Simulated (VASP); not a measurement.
# Te2Mo: single point with PBE

Te2Mo:

```
CELL_PARAMETERS angstrom
1.77341 1.02388 7.10414
-1.77341 1.02388 7.10414
0.00000 -2.04776 7.10414
ATOMIC_POSITIONS crystal
Mo 0.99996 0.99996 0.99996
Te 0.41742 0.41742 0.41742
Te 0.24928 0.24928 0.24928
```

| Property | Result |
| --- | --- |
| Program | VASP 6.6.1 |
| Task | single point |
| Functional | PBE |
| Potentials or basis | VASP PAW PBE potentials, release 64 (Mo_sv, Te) |
| Cutoff | 520 eV |
| k mesh | 6 × 6 × 6 |
| Occupations | methfessel-paxton, width 0.5 eV |
| Spin | no spin polarisation |

```
Pressure               : 1.9 GPa
Largest force          : 0.189 eV/Å
Band gap on the k mesh : 0.89 eV (least direct gap 1.07 eV)
```

Forces on the atoms (eV/Å):
```
Mo   0.000  0.000  0.004
Te   0.000  0.000  0.184
Te   0.000  0.000 -0.189
```

Stress tensor (GPa, compression positive):
```
1.60 0.00 0.00
0.00 1.60 0.00
0.00 0.00 2.45
```

Levels at points of the mesh, in eV from the valence-band top:
| k point | band 11 | band 12 | band 13 | band 14 | band 15 | band 16 |
| --- | --- | --- | --- | --- | --- | --- |
| (0.00, 0.00, 0.00) | -1.09 | -0.96 | -0.42 | 2.83 | 2.83 | 3.28 |
| (0.50, 0.00, 0.00) | -1.53 | -1.02 | -0.41 | 1.26 | 1.48 | 3.11 |
| (0.50, 0.50, 0.00) | -2.10 | -0.83 | -0.63 | 1.21 | 1.63 | 2.81 |
| (0.50, 0.50, 0.50) | -1.07 | -1.07 | 0.00 | 2.98 | 2.98 | 3.12 |

It took 110 s on 1 thread of AMD EPYC 9R45 (Zen 5), on a shared host, peak memory 0.38 GiB.

Caveat: so wide a smearing shifts energies and pressures; spin-orbit coupling is left out, which moves the levels of the heavy elements. A k mesh can miss the band edges.
